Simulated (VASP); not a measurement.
Runs of VASP 6.6.1 on Y2S. The structure is that of space group P6/mmm (No. 191), or close to it. The cells are those of the table. 

```tsv
task	cell	k mesh	cutoff (eV)	gap on the mesh (eV)	pressure (GPa)	relaxed volume (Å³/atom)
single point	a = 5.083, b = 5.083, c = 3.249 Å, angles 90.0, 90.0, 120.0°, 3 atoms	6 × 6 × 6	520	none	0.0	-
single point	a = 5.079, b = 5.079, c = 3.236 Å, angles 90.0, 90.0, 120.0°, 3 atoms	12 × 12 × 14	520	none	0.0	-
relaxation of cell and atoms	relaxed from a = 5.083, b = 5.083, c = 3.249 Å, angles 90.0, 90.0, 120.0°, 3 atoms	12 × 12 × 14	600	none	0.0	(a)
single point	a = 4.630, b = 4.630, c = 3.431 Å, angles 90.0, 90.0, 120.0°, 3 atoms	6 × 6 × 6	520	none	5.9	-
relaxation of cell and atoms	relaxed from a = 4.630, b = 4.630, c = 3.431 Å, angles 90.0, 90.0, 120.0°, 3 atoms	6 × 6 × 6	600	none	0.0	24.23
```

Alike in all rows: level PBE; potentials or basis VASP PAW PBE potentials, release 64 (Y_sv, S); no spin polarisation; smearing gaussian 0.1 eV.

**Question.** Estimate the missing entries.

**Answer.** (a) 24.11.

A k mesh can miss the band edges, and the runs leave out spin-orbit coupling on Y.

A gap of «none» marks levels without a gap at the run's occupations.
